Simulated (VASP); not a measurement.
**PbS: single point with RPBE+D3(BJ)**

Crystal: PbS.

```xyz
2
Lattice="3.3413 0.0000 0.0000 0.0000 3.3413 0.0000 0.0000 0.0000 3.3413" Properties=species:S:1:pos:R:3 pbc="T T T"
Pb    0.0000    0.0000    0.0000
S     1.6707    1.6707    1.6707
```

```
Program                : VASP 6.6.1
Task                   : single point
Functional             : RPBE
Dispersion             : D3(BJ)
Potentials or basis    : VASP PAW PBE potentials, release 64 (Pb_d, S)
Cutoff                 : 520 eV
k mesh                 : 7 × 7 × 7
Occupations            : fermi-dirac, width 0.05 eV
Spin                   : no spin polarisation
Dipole correction      : no
Further INCAR settings : ALGO = Normal; EDIFF = 1e-07; NBANDS = 17
```

* Pressure: -0.2 GPa
* Band gap on the k mesh: zero (band 10 reaches 10.00 eV, above the bottom of band 11 at 9.04 eV)
* Dispersion energy per atom: -2.594 eV

Levels at points of the mesh, in eV from the Fermi level:
```tsv
k point	band 7	band 8	band 9	band 10	band 11	band 12	band 13	band 14
(0.00, 0.00, 0.00)	-6.01	-2.67	-2.67	-2.67	4.82	4.82	8.59	8.59
```

It took 19 s on 1 thread of Intel(R) Xeon(R) Platinum 8259CL CPU @ 2.50GHz (Skylake/Cascade Lake), with other jobs on the host, peak memory 0.16 GiB.

Caveat: the PAW data sets were made with another functional, which shifts forces and pressure a little; spin-orbit coupling is left out, which moves the levels of the heavy elements; pairwise dispersion overbinds metals, which lowers pressure and volume.
